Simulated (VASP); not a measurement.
Os:

```
Os
1.0
     2.73410    0.00000    0.00000
    -1.36705    2.36780    0.00000
     0.00000    0.00000    4.31970
Os
2
Cartesian
  1.3671 0.7893 3.2398
  0.0000 1.5785 1.0799
```

- Program: VASP 6.6.1
- Task: relaxation of cell and atoms
- Functional: PBE
- Potentials or basis: VASP PAW PBE potentials, release 64 (Os)
- Cutoff: 600 eV
- k mesh: 11 × 11 × 6
- Occupations: fermi-dirac, width 0.05 eV
- Spin: no spin polarisation

At the start: pressure 9.0 GPa; volume 13.98 Å³/atom.

Q: Where does the relaxation end?

A: Over 9 steps the energy falls by 8.1 meV/atom and the volume is 14.28 Å³/atom (+2.1 %); space group P6_3/mmc (No. 194, to 0.1 Å) before and after.

The path:
```csv
step,energy change (eV),largest force (eV/Å),pressure (GPa),volume (Å³)
1,0.0000,0.0000,9.00,27.96
2,0.2554,0.0000,-29.35,31.27
3,-0.0162,0.0000,-0.36,28.58
4,-0.0163,0.0000,-0.01,28.56
5,-0.0163,0.0000,0.17,28.55
6,-0.0163,0.0000,0.14,28.55
7,-0.0163,0.0000,0.16,28.55
8,-0.0162,0.0000,-0.46,28.59
9,-0.0163,0.0000,0.02,28.56
```

Final structure:
```
CELL_PARAMETERS angstrom
2.75387 0.00000 0.00000
-1.37693 2.38492 0.00000
0.00000 0.00000 4.34838
ATOMIC_POSITIONS crystal
Os 0.66667 0.33333 0.75000
Os 0.33333 0.66667 0.25000
```
